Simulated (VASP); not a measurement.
A run of VASP 6.6.1:

Contents of INCAR:

```
SYSTEM = GaAs
PREC = Accurate
ENCUT = 520
EDIFF = 1E-6
ISMEAR = 0
SIGMA = 0.02
LREAL = .FALSE.
LASPH = .TRUE.
NELM = 60
ALGO = Normal
ISIF = 2
LWAVE = .FALSE.
LCHARG = .FALSE.
GGA = PE
NBANDS = 16
```

Contents of KPOINTS:

```
Automatic mesh
0
G
  12 12 12
  0 0 0
```

Contents of POSCAR:

```
GaAs
1.0
    0.0000000000      2.9290338839      2.9290338839
    2.9290338839      0.0000000000      2.9290338839
    2.9290338839      2.9290338839      0.0000000000
Ga As
1 1
Direct
    0.0000000000      0.0000000000      0.0000000000
    0.2500000000      0.2500000000      0.2500000000
```

Potentials or basis: VASP PAW PBE potentials, release 64 (Ga_d, As).

Command:

```console
$ cat potpaw_PBE.64/Ga_d/POTCAR potpaw_PBE.64/As/POTCAR > POTCAR
$ mpirun -np 1 vasp_std > vasp.out
```

Hardware: 1 thread of AMD EPYC 9R45 (Zen 5) (shared host).

Question: Estimate the wall time of this run.

Answer: Wall time 45 s on 1 thread of AMD EPYC 9R45 (Zen 5), on a shared host, peak memory 0.18 GiB. Counts: scf iterations 12, k points 72.
